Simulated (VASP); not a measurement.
# Ag (P6_3/mmc) in VASP: a series of runs

Runs on Ag. Level: LDA. Tasks: relaxation of cell and atoms.

Program: VASP 6.6.1. These are calculated values, not measurements. Logs are shortened: lines on timing, memory, paths and dates and some standing lists are left out, and cuts for length are marked.

## (1) The cell of the first run

Symmetry: P6_3/mmc, No. 194, hexagonal system. Conventional cell: a = 2.822 Å, b = 2.822 Å, c = 4.572 Å, α = 90.00°, β = 90.00°, γ = 120.00°. Within 3.7 Å of Ag (site symmetry -6m2) lie 12 Ag at 2.81 to 2.82 Å.

## (2) Relaxation of cell and atoms, LDA, target pressure 2.2 GPa, at which the enthalpy is minimised

Input file INCAR:

```
  ALGO = Normal
  EDIFF = 1E-6
  EDIFFG = -0.005
  ENCUT = 600
  IBRION = 2
  ISIF = 3
  ISMEAR = -1
  LASPH = T
  LCHARG = F
  LREAL = F
  LWAVE = F
  NELM = 60
  NSW = 60
  PREC = Accurate
  PSTRESS = 22.0
  SIGMA = 0.1
```

Input file KPOINTS:

```
k-points
0
Gamma
  16 16 9
```

Input file POSCAR:

```
Ag
1.0
    2.8220124102      0.0000000000      0.0000000000
   -1.4110062051      2.4439344370      0.0000000000
    0.0000000000      0.0000000000      4.5716601046
Ag
2
Direct
    0.3333333333      0.6666666667      0.2500000000
    0.6666666667      0.3333333333      0.7500000000
```

Potentials or basis: VASP PAW LDA potentials, release 64 (Ag).

Command:

```
$ cat potpaw_LDA.64/Ag/POTCAR > POTCAR
$ mpirun -np 1 vasp_std > vasp.out
```

OUTCAR:

```text
EDIFF = 1E-6
   EDIFFG = -0.005
   ENCUT = 600
   IBRION = 2
   ISIF = 3
   ISMEAR = -1
   LASPH = T
   LREAL = F
   NELM = 60
   NSW = 60
   PREC = Accurate
   PSTRESS = 22.0

 ion  position               nearest neighbor table
   1  0.333  0.667  0.250-   2 2.81   2 2.81   2 2.81   2 2.81   2 2.81   2 2.81
   2  0.667  0.333  0.750-   1 2.81   1 2.81   1 2.81   1 2.81   1 2.81   1 2.81

  LATTYP: Found a hexagonal cell.
 ALAT       =     2.8220124102
 C/A-ratio  =     1.6200000000

  Lattice vectors:

 A1 = (   2.8220124102,   0.0000000000,   0.0000000000)
 A2 = (  -1.4110062051,   2.4439344370,   0.0000000000)
 A3 = (   0.0000000000,   0.0000000000,   4.5716601046)

Analysis of symmetry for initial positions (statically):
=====================================================================
 Subroutine PRICEL returns:
 Original cell was already a primitive cell.

 Routine SETGRP: Setting up the symmetry group for a
 hexagonal supercell.

 Subroutine GETGRP returns: Found 24 space group operations
 (whereof 12 operations were pure point group operations)
 out of a pool of 24 trial point group operations.

The static configuration has the point symmetry D_3d.
 The point group associated with its full space group is D_6h.

Analysis of symmetry for dynamics (positions and initial velocities):
=====================================================================
 Subroutine PRICEL returns:
 Original cell was already a primitive cell.

 Routine SETGRP: Setting up the symmetry group for a
 hexagonal supercell.

 Subroutine GETGRP returns: Found 24 space group operations
 (whereof 12 operations were pure point group operations)
 out of a pool of 24 trial point group operations.

The dynamic configuration has the point symmetry D_3d.
 The point group associated with its full space group is D_6h.

 Subroutine INISYM returns: Found 24 space group operations
 (whereof 12 operations are pure point group operations),
 and found     1 'primitive' translations

----------------------------------------------------------------------------------------

                                     Primitive cell

  volume of cell :      31.5299

  direct lattice vectors                    reciprocal lattice vectors
     2.822012410  0.000000000  0.000000000     0.354357053  0.204588140  0.000000000
    -1.411006205  2.443934437  0.000000000     0.000000000  0.409176279  0.000000000
     0.000000000  0.000000000  4.571660105     0.000000000  0.000000000  0.218738921

  length of vectors
     2.822012410  2.822012410  4.571660105     0.409176279  0.409176279  0.218738921

  position of ions in fractional coordinates (direct lattice)
     0.333333333  0.666666667  0.250000000
     0.666666667  0.333333333  0.750000000

  ion indices of the primitive-cell ions
   primitive index   ion index
                 1           1
                 2           2

----------------------------------------------------------------------------------------

 KPOINTS: k-points

Automatic generation of k-mesh.
 Grid dimensions read from file:
 generate k-points for:   16   16    9

 Generating k-lattice:

  Cartesian coordinates                     Fractional coordinates (reciprocal lattice)
     0.022147316  0.012786759  0.000000000     0.062500000  0.000000000  0.000000000
     0.000000000  0.025573517  0.000000000     0.000000000  0.062500000  0.000000000
     0.000000000  0.000000000  0.024304325     0.000000000  0.000000000  0.111111111

  Length of vectors
     0.025573517  0.025573517  0.024304325

  Shift w.r.t. Gamma in fractional coordinates (k-lattice)
     0.000000000  0.000000000  0.000000000

 Subroutine IBZKPT returns following result:
 ===========================================

 Found    150 irreducible k-points:

 Following reciprocal coordinates:
            Coordinates               Weight
  0.000000  0.000000  0.000000      1.000000
  0.062500  0.000000  0.000000      6.000000
  0.125000  0.000000  0.000000      6.000000
  0.187500  0.000000  0.000000      6.000000
  0.250000  0.000000  0.000000      6.000000
  0.312500  0.000000  0.000000      6.000000
[... 16 lines left out ...]
  0.187500  0.187500  0.000000      6.000000
  0.250000  0.187500  0.000000     12.000000
 [... further k-points ...]
   k-points           NKPTS =    150   k-points in BZ     NKDIM =    150   number of bands    NBANDS=     15
   number of dos      NEDOS =    301   number of ions     NIONS =      2
   total plane-waves  NPLWV =  23040
   dimension x,y,z NGX =    24 NGY =   24 NGZ =   40
   dimension x,y,z NGXF=    48 NGYF=   48 NGZF=   80
   ions per type =               2
   NGX,Y,Z   is equivalent  to a cutoff of  14.14, 14.14, 14.55 a.u.
   NGXF,Y,Z  is equivalent  to a cutoff of  28.28, 28.28, 29.09 a.u.
 SYSTEM =  unknown system
   PREC   = accura    normal or accurate (medium, high low for compatibility)
   ISTART =      0    job   : 0-new  1-cont  2-samecut
   ICHARG =      2    charge: 1-file 2-atom 10-const
   ISPIN  =      1    spin polarized calculation?
   LNONCOLLINEAR =      F non collinear calculations
   LSORBIT =      F    spin-orbit coupling
   LASPH  =      T    aspherical Exc in radial PAW
   ENCUT  =  600.0 eV  44.10 Ry    6.64 a.u.   5.64  5.64  9.13*2*pi/ulx,y,z
   NELM   =     60;   NELMIN=  2; NELMDL= -5     # of ELM steps
   EDIFF  = 0.1E-05   stopping-criterion for ELM
   LREAL  =      F    real-space projection
   EDIFFG = -.5E-02   stopping-criterion for IOM
   NSW    =     60    number of steps for IOM
   IBRION =      2    ionic relax: 0-MD 1-quasi-New 2-CG
   NFREE  =      1    steps in history (QN), initial steepest desc. (CG)
   ISIF   =      3    stress and relaxation
   ISYM   =      2    0-nonsym 1-usesym 2-fastsym
   POTIM  = 0.5000    time-step for ionic-motion
   TEBEG  =    0.0;   TEEND  =   0.0 temperature during run
   PSTRESS=   22.0 pullay stress
   NELECT =      22.0000    total number of electrons
   NUPDOWN=      -1.0000    fix difference up-down
   EMIN   =  10.00;   EMAX   =-10.00  energy-range for DOS
   EFERMI =   0.00;   METHOD = LEGACY
   ISMEAR =    -1;   SIGMA  =   0.10  broadening in eV -4-tet -1-fermi 0-gaus
   EFERMI_NEDOS =   21; number of points for ismear=-14 and -15
   IALGO  =     38    algorithm
   IMIX   =      4    mixing-type and parameters
     AMIX     =   0.40;   BMIX     =  1.00
     AMIX_MAG =   1.60;   BMIX_MAG =  1.00
  volume/ion in A,a.u.               =      15.76       106.39
  Fermi-wavevector in a.u.,A,eV,Ry     =   1.452028  2.743935 28.686315  2.108385
  Thomas-Fermi vector in A             =   2.569457
   LORBIT       =      0    0 simple, 1 ext, 2 COOP (PROOUT), +10 PAW based schemes
   GGA     = CA    functional components
   LHFCALC =     F    Hartree Fock is set to
   AEXX    =    0.0000 exact exchange contribution
   IVDW    =     0    specifies the selected vdW correction
   LEPSILON=     F    determine dielectric tensor
   LRPA    =     F    only Hartree local field effects (RPA)
 conjugate gradient relaxation of ions
 non-spin polarized calculation
  energy-cutoff  :      600.00
  volume of cell :       31.53
 maximum number of plane-waves:      1087
 NGX is ok and might be reduce to    24
   NGX = 11   NGY = 11   NGZ = 19

--------------------------------------- Ionic step        1  -------------------------------------------

 number of electron      22.0000000 magnetization

 Free energy of the ion-electron system (eV)
  ---------------------------------------------------
  ext. energy  EPLUGINS =         0.00000000
  ---------------------------------------------------
  free energy    TOTEN  =        -7.55329612 eV

  energy without entropy =       -7.53595626  energy(sigma->0) =       -7.54462619

------------------------ aborting loop because EDIFF is reached ----------------------------------------

  FORCE on cell =-STRESS in cart. coord.  units (eV):
  Direction    XX          YY          ZZ          XY          YZ          ZX
  --------------------------------------------------------------------------------------
  -------------------------------------------------------------------------------------
  Total        0.4401875      0.4401875      0.7025566      0.0000000     -0.0000000     -0.0000000
  in kB       22.3679367     22.3679367     35.7001061      0.0000000     -0.0000000     -0.0000000
  external PRESSURE =       4.8119932 kB  Pullay stress =      22.0000000 kB
[... 137 lines left out ...]
  enthalpy is  TOTEN    =        -7.1213436862 eV   P V=        0.4341617530

--------------------------------------- Ionic step        5  -------------------------------------------

 number of electron      22.0000003 magnetization

 Free energy of the ion-electron system (eV)
  ---------------------------------------------------
  ext. energy  EPLUGINS =         0.00000000
  ---------------------------------------------------
  free energy    TOTEN  =        -7.55554831 eV

  energy without entropy =       -7.53757425  energy(sigma->0) =       -7.54656128

 E-fermi :   9.2630     XC(G=0): -13.0322

 val. band max:        9.2621347481   @ k =   0.5000   0.0000   0.2222
 cond. band min:       9.3060757561   @ k =   0.4375   0.0625   0.3333
 fundamental gap:      0.0439410080
 Fermi energy:         9.2629616326

 k-point     1 :       0.0000    0.0000    0.0000
  band No.  band energies     occupation
      1       0.8535      2.00000
      2       2.3507      2.00000
      3       4.1755      2.00000
      4       4.2909      2.00000
      5       4.2909      2.00000
      6       4.5679      2.00000
      7       4.5679      2.00000
      8       4.9810      2.00000
      9       4.9810      2.00000
     10       6.1487      2.00000
     11       6.1487      2.00000
     12       8.5964      1.99746
     13      13.2343      0.00000
     14      25.1273      0.00000
     15      27.0642      0.00000
[... 397 lines left out ...]
 k-point    24 :       0.2500    0.1875    0.0000
  band No.  band energies     occupation
      1       3.1299      2.00000
      2       3.1574      2.00000
      3       3.2492      2.00000
      4       3.8812      2.00000
      5       4.0987      2.00000
      6       4.6245      2.00000
      7       4.7096      2.00000
      8       5.3647      2.00000
      9       6.1825      2.00000
     10       6.2237      2.00000
     11       7.6183      2.00000
     12      14.8835      0.00000
     13      15.2262      0.00000
     14      16.1313      0.00000
     15      17.4985      0.00000

 [... further k-points ...]
[... 5 lines left out ...]
  --------------------------------------------------------------------------------------
  -------------------------------------------------------------------------------------
  Total        0.4395898      0.4395898      0.4323797      0.0000000     -0.0000000     -0.0000000
  in kB       22.2728727     22.2728727     21.9075561      0.0000000     -0.0000000     -0.0000000
  external PRESSURE =       0.1511005 kB  Pullay stress =      22.0000000 kB
[... 17 lines left out ...]
  FREE ENERGIE OF THE ION-ELECTRON SYSTEM (eV)
  ---------------------------------------------------
  free  energy   TOTEN  =        -7.5555483144 eV

  energy  without entropy=       -7.5375742477  energy(sigma->0) =       -7.54656128

  enthalpy is  TOTEN    =        -7.1213441226 eV   P V=        0.4342041918

 reached required accuracy - stopping structural energy minimisation
```

Run time: 2.3 min. Hardware: 1 thread of Intel Xeon 6975P-C, shared host; peak memory 0.21 GiB.

What came out:

| Item | Value |
| --- | --- |
| Free energy | -7.5555 eV |
| Relaxed volume | 15.81 Å³/atom |
| Relaxed cell | a = 2.816 Å, b = 2.816 Å, c = 4.605 Å, α = 90.00°, β = 90.00°, γ = 120.00° |
| Space group after relaxing (to 0.05 Å) | P6_3/mmc (No. 194) |
| Energy change on relaxing (the enthalpy is what falls) | -1.1 meV/atom |
| Ionic steps | 5 |
| Pressure after relaxing | 2.2 GPa |
| Band gap on the k mesh | zero (band 11 reaches 12.83 eV, above the bottom of band 12 at 5.88 eV) |

The path:
| step | energy change (eV) | largest force (eV/Å) | pressure (GPa) | volume (Å³) |
| --- | --- | --- | --- | --- |
| 1 | 0.0000 | 0.0000 | 2.68 | 31.53 |
| 2 | -0.0037 | 0.0000 | 1.61 | 31.75 |
| 3 | -0.0031 | 0.0000 | 1.87 | 31.71 |
| 4 | -0.0022 | 0.0000 | 2.25 | 31.62 |
| 5 | -0.0023 | 0.0000 | 2.22 | 31.62 |

Final structure:
```
CELL_PARAMETERS angstrom
2.81577 0.00000 0.00000
-1.40788 2.43853 0.00000
0.00000 0.00000 4.60530
ATOMIC_POSITIONS crystal
Ag 0.33333 0.66667 0.25000
Ag 0.66667 0.33333 0.75000
```

Levels at points of the mesh, in eV from the Fermi level:
| k point | band 8 | band 9 | band 10 | band 11 | band 12 | band 13 | band 14 | band 15 |
| --- | --- | --- | --- | --- | --- | --- | --- | --- |
| (0.00, 0.00, 0.00) | -4.28 | -4.28 | -3.11 | -3.11 | -0.67 | 3.97 | 15.86 | 17.80 |
| (0.50, 0.00, 0.00) | -2.95 | -2.89 | -2.79 | 0.09 | 1.72 | 7.16 | 7.43 | 10.00 |

Caveat: the cell is relaxed towards a set pressure, so the enthalpy falls and the energy may rise.

## (3) Relaxation of cell and atoms, LDA, target pressure 2.2 GPa, at which the enthalpy is minimised

This run uses another cell than the first one, of 15.80 Å³/atom, 1.002 times its volume.

Input file INCAR:

```
PREC = Accurate ; ENCUT = 600
EDIFF = 1E-7 ; ISMEAR = -1
SIGMA = 0.1 ; LREAL = False
LASPH = True ; NELM = 80
ALGO = Normal ; ISIF = 3
LWAVE = False ; LCHARG = False
IBRION = 2 ; NSW = 32
EDIFFG = -0.005 ; PSTRESS = 22.0
```

Input file KPOINTS:

```
regular mesh
0
Gamma
  16 16 9
```

Input file POSCAR:

```
Ag
1.0
    2.8147559599      0.0000000000      0.0000000000
   -1.4073779800      2.4376501667      0.0000000000
    0.0000000000      0.0000000000      4.6053567976
Ag
2
Direct
    0.3333333333      0.6666666667      0.2500000000
    0.6666666667      0.3333333333      0.7500000000
```

Potentials or basis: VASP PAW LDA potentials, release 64 (Ag).

Command:

```
$ cat potpaw_LDA.64/Ag/POTCAR > POTCAR
$ mpirun -np 1 vasp_std > vasp.out
```

It took 79 s on 1 thread of Intel Xeon 6975P-C, shared host; peak memory 0.21 GiB.

The run converged. Its results:

```yaml
Free_energy: -7.5557 eV
Relaxed_volume: 15.81 Å³/atom
Relaxed_cell: a = 2.816 Å, b = 2.816 Å, c = 4.607 Å, α = 90.00°, β = 90.00°, γ = 120.00°
Space_group_after_relaxing_to_0.05_Å: P6_3/mmc (No. 194)
Energy_change_on_relaxing_the_enthalpy_is_what_falls: -0.2 meV/atom
Ionic_steps: 3
Pressure_after_relaxing: 2.2 GPa
Band_gap_on_the_k_mesh: zero (band 11 reaches 12.83 eV, above the bottom of band 12 at 5.87 eV)
```

Step by step:
```
step  energy change (eV)  largest force (eV/Å)  pressure (GPa)  volume (Å³)
   1              0.0000                0.0000            2.33        31.60
   2             -0.0008                0.0000            2.07        31.66
   3             -0.0004                0.0000            2.19        31.63
```

Final structure:
```
Ag
1.0
     2.81559    0.00000    0.00000
    -1.40780    2.43838    0.00000
     0.00000    0.00000    4.60660
Ag
2
Direct
  0.33333 0.66667 0.25000
  0.66667 0.33333 0.75000
```

Levels at points of the mesh, in eV from the Fermi level:
```tsv
k point	band 7	band 8	band 9	band 10	band 11	band 12	band 13	band 14	band 15
(0.00, 0.00, 0.00)	-4.70	-4.28	-4.28	-3.11	-3.11	-0.67	3.97	15.87	17.79
(0.50, 0.00, 0.00)	-4.01	-2.95	-2.89	-2.79	0.09	1.72	7.16	7.43	10.00
```

Caveat: the cell is relaxed towards a set pressure, so the enthalpy falls and the energy may rise.
